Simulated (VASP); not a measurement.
# TiAl3 (P4/mmm) in VASP: notebook

TiAl3 is run at these levels: r2SCAN; tasks: single point.

Program: VASP 6.6.1. These are calculated values, not measurements. Logs are shortened: lines on timing, memory, paths and dates and some standing lists are left out, and cuts for length are marked.

## Step 1: The cell of the first run

It takes space group P4/mmm (No. 123, tetragonal). The conventional cell has a = 3.718 Å, b = 3.718 Å, c = 4.098 Å, α = 90.00°, β = 90.00°, γ = 90.00°. Ti (site symmetry 4/mmm) has 12 Al at 2.63 to 2.77 Å within 3.5 Å. Al (site symmetry 4/mmm) has 4 Ti at 2.63 Å and 8 Al at 2.77 Å within 3.5 Å. Within 3.5 Å of Al (site symmetry mmm) lie 8 Al at 2.63 to 2.77 Å and 4 Ti at 2.77 Å.

## Step 2: Single point, r2SCAN (biaxial strain in the a-b plane: -6.0 %)

Contents of POSCAR:

```
TiAl3
1.0
    3.7183309750      0.0000000000      0.0000000000
    0.0000000000      3.7183309750      0.0000000000
    0.0000000000      0.0000000000      4.0980754150
Ti Al
1 3
Direct
    0.0000000000      0.0000000000      0.0000000000
    0.5000000000      0.5000000000      0.0000000000
    0.5000000000      0.0000000000      0.5000000000
    0.0000000000      0.5000000000      0.5000000000
```

Contents of INCAR.step1:

```
SYSTEM = TiAl3
PREC = Accurate
ENCUT = 520
ISMEAR = 0
SIGMA = 0.1
LREAL = .False.
LASPH = .True.
NELM = 100
NBANDS = 18
GGA = PE
ALGO = Normal
EDIFF = 1E-4
LWAVE = .True.
LCHARG = .False.
```

Contents of INCAR.step2:

```
SYSTEM = TiAl3
PREC = Accurate
ENCUT = 520
EDIFF = 1E-6
ISMEAR = 0
SIGMA = 0.1
LREAL = .False.
LASPH = .True.
NELM = 100
ALGO = Normal
ISIF = 2
LWAVE = .False.
LCHARG = .False.
METAGGA = R2SCAN
LMIXTAU = .True.
NBANDS = 18
ISTART = 1
```

Contents of KPOINTS:

```
regular mesh
0
Gamma
  14 14 14
  0 0 0
```

Potentials or basis: VASP PAW PBE potentials, release 64 (Ti_sv, Al).

Started as:

```bash
> cat potpaw_PBE.64/Ti_sv/POTCAR potpaw_PBE.64/Al/POTCAR > POTCAR
> cp INCAR.step1 INCAR
> mpirun -np 1 vasp_std > vasp.out
> cp INCAR.step2 INCAR
> mpirun -np 1 vasp_std > vasp.out
```

OUTCAR:

```text
SYSTEM = TiAl3
   PREC = Accurate
   ENCUT = 520
   EDIFF = 1E-6
   ISMEAR = 0
   LREAL = .False.
   LASPH = .True.
   NELM = 100
   ISIF = 2
   METAGGA = R2SCAN
   ISTART = 1

 ion  position               nearest neighbor table
   1  0.000  0.000  0.000-   2 2.63   2 2.63   2 2.63   2 2.63   4 2.77   3 2.77   4 2.77   4 2.77
                             4 2.77   3 2.77   3 2.77   3 2.77
   2  0.500  0.500  0.000-   1 2.63   1 2.63   1 2.63   1 2.63   4 2.77   3 2.77   3 2.77   3 2.77
                             4 2.77   4 2.77   4 2.77   3 2.77
   3  0.500  0.000  0.500-   4 2.63   4 2.63   4 2.63   4 2.63   2 2.77   2 2.77   2 2.77   2 2.77
                             1 2.77   1 2.77   1 2.77   1 2.77
   4  0.000  0.500  0.500-   3 2.63   3 2.63   3 2.63   3 2.63   2 2.77   1 2.77   2 2.77   1 2.77
                             2 2.77   1 2.77   2 2.77   1 2.77

  LATTYP: Found a simple tetragonal cell.
 ALAT       =     3.7183309750
 C/A-ratio  =     1.1021276596

  Lattice vectors:

 A1 = (   3.7183309750,   0.0000000000,   0.0000000000)
 A2 = (   0.0000000000,   3.7183309750,   0.0000000000)
 A3 = (   0.0000000000,   0.0000000000,   4.0980754150)

Analysis of symmetry for initial positions (statically):
=====================================================================
 Subroutine PRICEL returns:
 Original cell was already a primitive cell.

 Routine SETGRP: Setting up the symmetry group for a
 simple tetragonal supercell.

 Subroutine GETGRP returns: Found 16 space group operations
 (whereof 16 operations were pure point group operations)
 out of a pool of 16 trial point group operations.

The static configuration has the point symmetry D_4h.

Analysis of symmetry for dynamics (positions and initial velocities):
=====================================================================
 Subroutine PRICEL returns:
 Original cell was already a primitive cell.

 Routine SETGRP: Setting up the symmetry group for a
 simple tetragonal supercell.

 Subroutine GETGRP returns: Found 16 space group operations
 (whereof 16 operations were pure point group operations)
 out of a pool of 16 trial point group operations.

The dynamic configuration has the point symmetry D_4h.

 Subroutine INISYM returns: Found 16 space group operations
 (whereof 16 operations are pure point group operations),
 and found     1 'primitive' translations

[... 91 lines left out ...]
   ICHARG =      0    charge: 1-file 2-atom 10-const
   ISPIN  =      1    spin polarized calculation?
   LNONCOLLINEAR =      F non collinear calculations
   LSORBIT =      F    spin-orbit coupling
   LASPH  =      T    aspherical Exc in radial PAW
   ENCUT  =  520.0 eV  38.22 Ry    6.18 a.u.   6.91  6.91  7.62*2*pi/ulx,y,z
   NELM   =    100;   NELMIN=  2; NELMDL=  0     # of ELM steps
   EDIFF  = 0.1E-05   stopping-criterion for ELM
   LREAL  =      F    real-space projection
   EDIFFG = 0.1E-04   stopping-criterion for IOM
   NSW    =      0    number of steps for IOM
   IBRION =     -1    ionic relax: 0-MD 1-quasi-New 2-CG
   NFREE  =      0    steps in history (QN), initial steepest desc. (CG)
   ISIF   =      2    stress and relaxation
   ISYM   =      2    0-nonsym 1-usesym 2-fastsym
   POTIM  = 0.5000    time-step for ionic-motion
   TEBEG  =    0.0;   TEEND  =   0.0 temperature during run
   PSTRESS=    0.0 pullay stress
   NELECT =      21.0000    total number of electrons
   NUPDOWN=      -1.0000    fix difference up-down
   EMIN   =  10.00;   EMAX   =-10.00  energy-range for DOS
   EFERMI =   0.00;   METHOD = LEGACY
   ISMEAR =     0;   SIGMA  =   0.10  broadening in eV -4-tet -1-fermi 0-gaus
   EFERMI_NEDOS =   21; number of points for ismear=-14 and -15
   IALGO  =     38    algorithm
   IMIX   =      4    mixing-type and parameters
     AMIX     =   0.40;   BMIX     =  1.00
     AMIX_MAG =   1.60;   BMIX_MAG =  1.00
  volume/ion in A,a.u.               =      14.16        95.59
  Fermi-wavevector in a.u.,A,eV,Ry     =   1.175951  2.222225 18.814965  1.382861
  Thomas-Fermi vector in A             =   2.312323
   LORBIT       =      0    0 simple, 1 ext, 2 COOP (PROOUT), +10 PAW based schemes
   METAGGA = R2SCAN    functional components
   LHFCALC =     F    Hartree Fock is set to
   AEXX    =    0.0000 exact exchange contribution
   IVDW    =     0    specifies the selected vdW correction
   LEPSILON=     F    determine dielectric tensor
   LRPA    =     F    only Hartree local field effects (RPA)
 non-spin polarized calculation
 Gauss-broadening in eV      SIGMA  =   0.10
  energy-cutoff  :      520.00
  volume of cell :       56.66
 maximum number of plane-waves:      1552
 NGX is ok and might be reduce to    28
   NGX = 13   NGY = 13   NGZ = 15

 number of electron      20.9999998 magnetization

 Free energy of the ion-electron system (eV)
  ---------------------------------------------------
  ext. energy  EPLUGINS =         0.00000000
  ---------------------------------------------------
  free energy    TOTEN  =       -34.45103592 eV

  energy without entropy =      -34.44062028  energy(sigma->0) =      -34.44582810

 E-fermi :  10.0454     XC(G=0): -11.9756

 val. band max:       10.0453148438   @ k =   0.5000   0.0000   0.1429
 cond. band min:      10.0470396111   @ k =   0.1429   0.0714   0.1429
 fundamental gap:      0.0017247673
 Fermi energy:        10.0454431867

 k-point     1 :       0.0000    0.0000    0.0000
  band No.  band energies     occupation
      1     -49.0051      2.00000
      2     -24.3601      2.00000
      3     -24.2648      2.00000
      4     -24.2648      2.00000
      5      -1.8886      2.00000
      6       6.1774      2.00000
[... 481 lines left out ...]
      5       0.0536      2.00000
      6       3.2037      2.00000
[... 10 lines left out ...]
     17      15.4561      0.00000
     18      16.5336      0.00000

 [... further k-points ...]
[... 5 lines left out ...]
  --------------------------------------------------------------------------------------
  -------------------------------------------------------------------------------------
  Total        6.4799450      6.4799450      0.7931178      0.0000000     -0.0000000     -0.0000000
  in kB      183.2339172    183.2339172     22.4270550      0.0000000     -0.0000000     -0.0000000
  external PRESSURE =     129.6316298 kB  Pullay stress =       0.0000000 kB

 VOLUME and BASIS-vectors are now :
 -----------------------------------------------------------------------------
  energy-cutoff  :      520.00
  volume of cell :       56.66
      direct lattice vectors                 reciprocal lattice vectors
     3.718330975  0.000000000  0.000000000     0.268937867  0.000000000  0.000000000
     0.000000000  3.718330975  0.000000000     0.000000000  0.268937867  0.000000000
     0.000000000  0.000000000  4.098075415     0.000000000  0.000000000  0.244016983

 POSITION                                       TOTAL-FORCE (eV/Angst)
 -----------------------------------------------------------------------------------
      0.00000      0.00000      0.00000         0.000000      0.000000      0.000000
      1.85917      1.85917      0.00000         0.000000      0.000000      0.000000
      1.85917      0.00000      2.04904         0.000000      0.000000      0.000000
      0.00000      1.85917      2.04904         0.000000      0.000000      0.000000
 -----------------------------------------------------------------------------------
    total drift:                               -0.000000     -0.000000     -0.000000

  FREE ENERGIE OF THE ION-ELECTRON SYSTEM (eV)
  ---------------------------------------------------
  free  energy   TOTEN  =       -34.4510359203 eV

  energy  without entropy=      -34.4406202840  energy(sigma->0) =      -34.44582810
```

OUTCAR.step1:

```text
SYSTEM = TiAl3
   PREC = Accurate
   ENCUT = 520
   ISMEAR = 0
   LREAL = .False.
   LASPH = .True.
[... 738 lines left out ...]
      1.85917      1.85917      0.00000         0.000000      0.000000      0.000000
      1.85917      0.00000      2.04904         0.000000      0.000000      0.000000
      0.00000      1.85917      2.04904         0.000000      0.000000      0.000000
 -----------------------------------------------------------------------------------
    total drift:                               -0.000000     -0.000000     -0.000000

  FREE ENERGIE OF THE ION-ELECTRON SYSTEM (eV)
  ---------------------------------------------------
  free  energy   TOTEN  =       -20.1202976896 eV

  energy  without entropy=      -20.1090477830  energy(sigma->0) =      -20.11467274
```

OSZICAR.step1:

```text
N       E                     dE             d eps       ncg     rms          rms(c)
DAV:   1     0.127146843407E+03    0.12715E+03   -0.93339E+03 10376   0.110E+03
DAV:   2    -0.130413876793E+02   -0.14019E+03   -0.13651E+03 10534   0.293E+02
DAV:   3    -0.217608916366E+02   -0.87195E+01   -0.85262E+01 16066   0.673E+01
DAV:   4    -0.220070930884E+02   -0.24620E+00   -0.24543E+00 12830   0.103E+01
DAV:   5    -0.220148058673E+02   -0.77128E-02   -0.77111E-02 15410   0.185E+00    0.122E+01
DAV:   6    -0.208966922111E+02    0.11181E+01   -0.21005E+01 14208   0.350E+01    0.705E+00
DAV:   7    -0.201986995925E+02    0.69799E+00   -0.84949E+00 13150   0.206E+01    0.376E+00
DAV:   8    -0.201657809694E+02    0.32919E-01   -0.11512E+00 13640   0.823E+00    0.169E+00
DAV:   9    -0.201206977096E+02    0.45083E-01   -0.35501E-01 13326   0.455E+00    0.277E-01
DAV:  10    -0.201223430431E+02   -0.16453E-02   -0.87803E-03 12812   0.636E-01    0.343E-01
DAV:  11    -0.201202944046E+02    0.20486E-02   -0.85042E-03 14710   0.659E-01    0.852E-02
DAV:  12    -0.201202976896E+02   -0.32850E-05   -0.38526E-04 12138   0.135E-01
   1 F= -.20120298E+02 E0= -.20114673E+02  d E =-.112499E-01
```

Run time: 9.8 min. Hardware: 1 thread of AMD EPYC 9R45 (Zen 5), shared host; peak memory 0.35 GiB.

What came out:

- Free energy: -34.4510 eV
- Pressure: 13.0 GPa

Caveat: the cell differs from its parent crystal (biaxial strain in the a-b plane: -6.0 %); the PAW data sets were made with another functional, which shifts forces and pressure a little.

## Step 3: Single point, r2SCAN (biaxial strain in the a-b plane: -6.0 %, then relaxed in part)

POSCAR: that of step 2 with these lines changed.

```diff
@@ -4,3 +4,3 @@
     0.0000000000      3.7183309750      0.0000000000
-    0.0000000000      0.0000000000      4.0980754150
+    0.0000000000      0.0000000000      4.1450166002
 Ti Al
```

Contents of INCAR.step1:

```
ALGO = Normal ; EDIFF = 1E-4
ENCUT = 520 ; GGA = PE
ISMEAR = 0 ; LASPH = True
LCHARG = False ; LREAL = False
LWAVE = True ; NBANDS = 18
NELM = 80 ; PREC = Accurate
SIGMA = 0.1
```

Contents of INCAR.step2:

```
ALGO = Normal ; EDIFF = 1E-6
ENCUT = 520 ; ISIF = 2
ISMEAR = 0 ; ISTART = 1
LASPH = True ; LCHARG = False
LMIXTAU = True ; LREAL = False
LWAVE = False ; METAGGA = R2SCAN
NBANDS = 18 ; NELM = 80
PREC = Accurate ; SIGMA = 0.1
```

Contents of KPOINTS:

```
k-points
0
Gamma
  14 14 14
```

Potentials or basis: VASP PAW PBE potentials, release 64 (Ti_sv, Al).

Started as:

```bash
> cat potpaw_PBE.64/Ti_sv/POTCAR potpaw_PBE.64/Al/POTCAR > POTCAR
> cp INCAR.step1 INCAR
> mpirun -np 1 vasp_std > vasp.out
> cp INCAR.step2 INCAR
> mpirun -np 1 vasp_std > vasp.out
```

Wall time 9.1 min (1 thread of AMD EPYC 9R45 (Zen 5), shared host); peak memory 0.35 GiB.

The run converged. Its results:

```
Free energy : -34.4556 eV
Pressure    : 11.4 GPa
```

Stress tensor (GPa, compression positive):
```
17.11  0.00  0.00
 0.00 17.11  0.00
 0.00  0.00 -0.09
```

Levels at points of the mesh, in eV from the Fermi level:
```csv
k point,band 6,band 7,band 8,band 9,band 10,band 11,band 12,band 13,band 14,band 15
"(0.00, 0.00, 0.00)",-3.89,-3.45,-2.77,-1.66,-1.66,0.20,0.20,0.40,0.71,4.93
"(0.50, 0.00, 0.00)",-8.59,-3.20,-2.55,-2.03,-0.07,0.31,0.59,1.55,1.78,2.85
"(0.50, 0.50, 0.00)",-6.13,-6.13,-5.54,-1.78,-1.78,0.02,0.56,1.59,2.02,3.28
"(0.00, 0.00, 0.50)",-8.89,-2.18,-2.10,-2.10,0.57,0.58,1.09,1.43,1.43,2.83
"(0.50, 0.00, 0.50)",-6.92,-6.56,-5.51,-1.28,-0.87,0.75,1.05,1.73,1.85,4.39
"(0.50, 0.50, 0.50)",-5.48,-5.36,-5.36,-4.22,-3.64,-3.64,0.26,1.66,2.04,3.24
```

Caveat: the cell differs from its parent crystal (biaxial strain in the a-b plane: -6.0 %, then relaxed in part); the PAW data sets were made with another functional, which shifts forces and pressure a little.
